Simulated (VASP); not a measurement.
CsMgAsH11O10 (a cell with a defect), 24 atoms in the cell. The cell holds a defect, 24 atoms: a = 7.329 Å, b = 7.329 Å, c = 7.329 Å, α = 60.00°, β = 60.00°, γ = 60.00°. 

```yaml
Program: VASP 6.6.1
Task: molecular dynamics
Functional: PBEsol
Potentials_or_basis: VASP PAW PBE potentials, release 64 (Cs_sv, Mg, H, As, O)
Cutoff: 440 eV
k_mesh: 2 × 2 × 2
Occupations: fermi-dirac, width 0.05 eV
Spin: no spin polarisation
Dipole_correction: no
Charge: -1
Further_INCAR_settings: PREC = Normal; ALGO = Normal; EDIFF = 1e-05; ISYM = 0; MAXMIX = 40; IBRION = 0; POTIM = 0.5; NSW = 40; NELECT = 88.0
```

Potentials or basis: VASP PAW PBE potentials, release 64 (Cs_sv, Mg, H, As, O).

Run with:

```bash
$ cat potpaw_PBE.64/Cs_sv/POTCAR potpaw_PBE.64/Mg/POTCAR potpaw_PBE.64/H/POTCAR potpaw_PBE.64/As/POTCAR potpaw_PBE.64/O/POTCAR > POTCAR
$ mpirun -np 1 vasp_std > vasp.out
```

Hardware: 1 thread of Intel(R) Xeon(R) Platinum 8488C (Sapphire Rapids), on a shared host.

Q: How long does it take, and how much memory?

A: Wall time 35 min on 1 thread of Intel(R) Xeon(R) Platinum 8488C (Sapphire Rapids), with other jobs on the host, peak memory 0.42 GiB. Counts: scf iterations 218, k points 8, ion steps 40.
